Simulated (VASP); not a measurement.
Write the native input for VASP 6.6.1 that does the following.

- Task: single point
- Functional: PBE
- Potentials or basis: VASP PAW PBE potentials, release 64 (Cu)
- Cutoff: 520 eV
- k mesh: 22 × 22 × 22
- Occupations: gaussian, width 0.05 eV
- Spin: no spin polarisation
- Dipole correction: no
- Further INCAR settings: ALGO = Normal; EDIFF = 1e-07; NBANDS = 12

The structure of Cu lies in POSCAR:

```
Cu
1.0
    0.0000000000      1.8265392291      1.8265392291
    1.8265392291      0.0000000000      1.8265392291
    1.8265392291      1.8265392291      0.0000000000
Cu
1
Direct
    0.0000000000      0.0000000000      0.0000000000
```

This cell differs from its parent crystal: volume scaled by 1.020.

These files were run (other wordings do the same):

INCAR

```
SYSTEM = Cu
PREC     = Accurate       ! precision mode
ENCUT    = 520            ! plane-wave cutoff, eV
EDIFF    = 1E-7           ! SCF threshold, eV
ISMEAR   = 0              ! smearing method
SIGMA    = 0.05           ! smearing width, eV
LREAL    = .False.        ! projectors in reciprocal space
LASPH    = .True.         ! aspherical terms in the spheres
NELM     = 100            ! most SCF steps
ALGO     = Normal         ! electronic algorithm
ISIF     = 2              ! what is computed and relaxed
LWAVE    = .False.        ! write WAVECAR
LCHARG   = .False.        ! write CHGCAR
GGA      = PE             ! functional
NBANDS   = 12             ! bands
```

KPOINTS

```
Automatic mesh
0
Gamma
  22 22 22
  0 0 0
```

Potentials or basis: VASP PAW PBE potentials, release 64 (Cu).

Command:

```sh
$ cat potpaw_PBE.64/Cu/POTCAR > POTCAR
$ mpirun -np 1 vasp_std > vasp.out
```

Results of the run:

| Property | Result |
| --- | --- |
| Pressure | -2.1 GPa |

Wall time 34 s on 1 thread of Intel(R) Xeon(R) Platinum 8259CL CPU @ 2.50GHz (Skylake/Cascade Lake) (shared host), peak memory 0.16 GiB.
